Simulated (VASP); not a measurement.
# CdF2 (P6_3/mmc) in VASP: notebook, part 2 of 2

VASP 6.6.1.

**3. Single point, PBE**

This run uses another cell than the first one, of 16.18 Å³/atom.

File INCAR:

```
SYSTEM = CdF2
ALGO = Normal
EDIFF = 1E-7
ENCUT = 520
GGA = PE
ISIF = 2
ISMEAR = 0
LASPH = .True.
LCHARG = .True.
LELF = .True.
LREAL = .False.
LVHAR = .True.
LWAVE = .False.
NBANDS = 35
NELM = 60
PREC = Accurate
SIGMA = 0.1
```

File KPOINTS:

```
k-points
0
Gamma
  6 6 2
  0 0 0
```

File POSCAR:

```
CdF2
1.0
    3.3474084179      0.0000000000      0.0000000000
   -1.6737042089      2.8989407267      0.0000000000
    0.0000000000      0.0000000000     10.0063250984
Cd F
2 4
Direct
    0.3333333333      0.6666666667      0.2500000000
    0.6666666667      0.3333333333      0.7500000000
    0.3333333333      0.6666666667      0.6254656088
    0.6666666667      0.3333333333      0.1254656088
    0.3333333333      0.6666666667      0.8745343912
    0.6666666667      0.3333333333      0.3745343912
```

Potentials or basis: VASP PAW PBE potentials, release 64 (Cd, F).

On the command line:

```console
> cat potpaw_PBE.64/Cd/POTCAR potpaw_PBE.64/F/POTCAR > POTCAR
> mpirun -np 1 vasp_std > vasp.out
```

OUTCAR:

```text
SYSTEM = CdF2
   EDIFF = 1E-7
   ENCUT = 520
   GGA = PE
   ISIF = 2
   ISMEAR = 0
   LASPH = .True.
   LREAL = .False.
   NELM = 60
   PREC = Accurate

 ion  position               nearest neighbor table
   1  0.333  0.667  0.250-   4 2.30   6 2.30   4 2.30   6 2.30   4 2.30   6 2.30
   2  0.667  0.333  0.750-   3 2.30   5 2.30   3 2.30   5 2.30   3 2.30   5 2.30
   3  0.333  0.667  0.625-   2 2.30   2 2.30   2 2.30
   4  0.667  0.333  0.125-   1 2.30   1 2.30   1 2.30
   5  0.333  0.667  0.875-   2 2.30   2 2.30   2 2.30
   6  0.667  0.333  0.375-   1 2.30   1 2.30   1 2.30

  LATTYP: Found a hexagonal cell.
 ALAT       =     3.3474084179
 C/A-ratio  =     2.9892752390

  Lattice vectors:

 A1 = (   3.3474084179,   0.0000000000,   0.0000000000)
 A2 = (  -1.6737042089,   2.8989407267,   0.0000000000)
 A3 = (   0.0000000000,   0.0000000000,  10.0063250984)

Analysis of symmetry for initial positions (statically):
=====================================================================
 Subroutine PRICEL returns:
 Original cell was already a primitive cell.

 Routine SETGRP: Setting up the symmetry group for a
 hexagonal supercell.

 Subroutine GETGRP returns: Found 24 space group operations
 (whereof 12 operations were pure point group operations)
 out of a pool of 24 trial point group operations.

The static configuration has the point symmetry D_3d.
 The point group associated with its full space group is D_6h.

Analysis of symmetry for dynamics (positions and initial velocities):
=====================================================================
 Subroutine PRICEL returns:
 Original cell was already a primitive cell.

 Routine SETGRP: Setting up the symmetry group for a
 hexagonal supercell.

 Subroutine GETGRP returns: Found 24 space group operations
[... 118 lines left out ...]
   IALGO  =     38    algorithm
   IMIX   =      4    mixing-type and parameters
     AMIX     =   0.40;   BMIX     =  1.00
     AMIX_MAG =   1.60;   BMIX_MAG =  1.00
  volume/ion in A,a.u.               =      16.18       109.21
  Fermi-wavevector in a.u.,A,eV,Ry     =   1.329439  2.512275 24.047044  1.767408
  Thomas-Fermi vector in A             =   2.458601
   LORBIT       =      0    0 simple, 1 ext, 2 COOP (PROOUT), +10 PAW based schemes
   GGA     = PE    functional components
   LHFCALC =     F    Hartree Fock is set to
   AEXX    =    0.0000 exact exchange contribution
   IVDW    =     0    specifies the selected vdW correction
   LEPSILON=     F    determine dielectric tensor
   LRPA    =     F    only Hartree local field effects (RPA)
 non-spin polarized calculation
 Gauss-broadening in eV      SIGMA  =   0.10
  energy-cutoff  :      520.00
  volume of cell :       97.10
 maximum number of plane-waves:      2635
 NGX is ok and might be reduce to    28
   NGX = 13   NGY = 13   NGZ = 37

 number of electron      52.0000025 magnetization

 Free energy of the ion-electron system (eV)
  ---------------------------------------------------
  ext. energy  EPLUGINS =         0.00000000
  ---------------------------------------------------
  free energy    TOTEN  =       -20.26066180 eV

  energy without entropy =      -20.26066180  energy(sigma->0) =      -20.26066180

 E-fermi :  -2.3109     XC(G=0):  -9.1648

 val. band max:       -2.8195022436   @ k =   0.5000  -0.0000   0.0000
 cond. band min:      -0.4107693586   @ k =   0.0000   0.0000   0.0000
 fundamental gap:      2.4087328850
 Fermi energy:        -2.3108808760

 k-point     1 :       0.0000    0.0000    0.0000
  band No.  band energies     occupation
      1     -23.1250      2.00000
      2     -23.0372      2.00000
      3     -22.6621      2.00000
      4     -22.5639      2.00000
      5      -8.5197      2.00000
      6      -8.4742      2.00000
[... 521 lines left out ...]
     34       9.9670      0.00000
     35      10.7757      0.00000

------------------------ aborting loop because EDIFF is reached ----------------------------------------

  FORCE on cell =-STRESS in cart. coord.  units (eV):
  Direction    XX          YY          ZZ          XY          YZ          ZX
  --------------------------------------------------------------------------------------
  -------------------------------------------------------------------------------------
  Total        0.6150927      0.6150927      0.3411762      0.0000000     -0.0000000      0.0000000
  in kB       10.1491231     10.1491231      5.6294588      0.0000000     -0.0000000      0.0000000
  external PRESSURE =       8.6425683 kB  Pullay stress =       0.0000000 kB

 VOLUME and BASIS-vectors are now :
 -----------------------------------------------------------------------------
  energy-cutoff  :      520.00
  volume of cell :       97.10
      direct lattice vectors                 reciprocal lattice vectors
     3.347408418  0.000000000  0.000000000     0.298738569  0.172476793  0.000000000
    -1.673704209  2.898940727  0.000000000     0.000000000  0.344953586  0.000000000
     0.000000000  0.000000000 10.006325098     0.000000000  0.000000000  0.099936789

 POSITION                                       TOTAL-FORCE (eV/Angst)
 -----------------------------------------------------------------------------------
     -0.00000      1.93263      2.50158        -0.000000     -0.000000      0.000000
      1.67370      0.96631      7.50474         0.000000     -0.000000      0.000000
     -0.00000      1.93263      6.25861         0.000000      0.000000     -0.078383
      1.67370      0.96631      1.25545         0.000000      0.000000     -0.078383
     -0.00000      1.93263      8.75088        -0.000000     -0.000000      0.078383
      1.67370      0.96631      3.74771        -0.000000     -0.000000      0.078383
 -----------------------------------------------------------------------------------
    total drift:                               -0.000000      0.000000     -0.000000

  FREE ENERGIE OF THE ION-ELECTRON SYSTEM (eV)
  ---------------------------------------------------
  free  energy   TOTEN  =       -20.2606618018 eV

  energy  without entropy=      -20.2606618018  energy(sigma->0) =      -20.26066180
```

stdout:

```text
POSCAR found type information on POSCAR CdF
 POSCAR found :  2 types and       6 ions
 scaLAPACK will be used
 LDA part: xc-table for (Slater+PW92), standard interpolation
 POSCAR, INCAR and KPOINTS ok, starting setup
 FFT: planning ... GRIDC
 FFT: planning ... GRID_SOFT
 FFT: planning ... GRID
 WAVECAR not read
 entering main loop
```

It took 38 s on 1 thread of Intel Xeon 6975P-C (Granite Rapids), shared host; peak memory 0.24 GiB.

Results:

| Quantity | Value |
| --- | --- |
| Free energy | -20.2607 eV |
| Pressure | 0.9 GPa |
| Largest force | 0.078 eV/Å |
| Band gap on the k mesh | 2.41 eV (least direct gap 2.60 eV) |

Forces in eV/Å, atoms in the order of the input:
```
Cd   0.000  0.000  0.000
Cd   0.000  0.000  0.000
F    0.000  0.000 -0.078
F    0.000  0.000 -0.078
F    0.000  0.000  0.078
F    0.000  0.000  0.078
```

A k mesh can miss the band edges.
